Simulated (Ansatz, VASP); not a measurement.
**Mg in VASP and in Ansatz**

```xyz
1
Lattice="3.0233 0.0000 0.0000 0.0000 3.0233 0.0000 0.0000 0.0000 3.0233" Properties=species:S:1:pos:R:3 pbc="T T T"
Mg    0.0000    0.0000    0.0000
```

Alike in both runs: functional PBE; k mesh 13 × 13 × 13; occupations fermi-dirac, width 0.1 eV; no spin polarisation.

Ansatz relaxed the structure, and its values are those at the end. VASP's run is a single point on that final structure, the one shown.

|  | VASP | Ansatz |
| --- | --- | --- |
| version | VASP 6.6.1 | Ansatz 0.2.0 |
| potentials or method | VASP PAW PBE potentials, release 64 (Mg) | PAW with Ansatz's default frozen-core files, scalar-relativistic |
| plane-wave cutoff (eV) | 520 | 420 |
| valence electrons in the cell | 2 | 10 |

|  | VASP | Ansatz | Ansatz less VASP |
| --- | --- | --- | --- |
| pressure (GPa) | -0.1 | 0.0 | +0.06 |

With one functional, cell and mesh, what is left measures potentials, basis and numerics. VASP's potentials hold 2 valence electrons a cell and Ansatz's 10, so a difference there can come from the potentials and not from the codes.
